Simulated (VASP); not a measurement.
Runs of VASP 6.6.1 on SnSe. The structure is that of space group I4/mmm (No. 139), or close to it. The cells are those of the table. 

| cell | gap on the mesh (eV) | pressure (GPa) |
| --- | --- | --- |
| a = 4.049, b = 4.049, c = 6.720 Å, 4 atoms | none | -1.4 |
| a = 4.049, b = 4.049, c = 6.138 Å, 4 atoms | none | 1.1 |
| a = 4.153, b = 4.153, c = 6.720 Å, 4 atoms | none | -4.1 |
| a = 4.049, b = 4.049, c = 6.403 Å, 4 atoms | none | -0.4 |
| a = 3.946, b = 3.946, c = 6.403 Å, 4 atoms | none | (b) |
| a = 4.049, b = 4.049, c = 6.297 Å, 4 atoms | none | (a) |
| a = 4.361, b = 4.361, c = 5.345 Å, 4 atoms | none | 3.1 |
| a = 4.361, b = 4.361, c = 5.451 Å, 4 atoms | none | 1.1 |
| a = 3.946, b = 3.946, c = 6.720 Å, 4 atoms | none | 2.6 |

Alike in all rows: task single point; level PBEsol+D3(BJ); potentials or basis VASP PAW PBE potentials, release 64 (Sn_d, Se); no spin polarisation; k mesh 8 × 8 × 6; cutoff (eV) 520; smearing gaussian 0.03 eV.

**Question.** Fill in the values left out.

**Answer.** (a) 0.1; (b) 3.8.

Caveats: the PAW data sets were made with another functional, which shifts forces and pressure a little; spin-orbit coupling is left out, which moves the levels of the heavy elements; pairwise dispersion overbinds metals, which lowers pressure and volume.

A k mesh can miss the band edges, and the runs leave out spin-orbit coupling on Se, Sn.

A gap of «none» marks levels without a gap at the run's occupations.
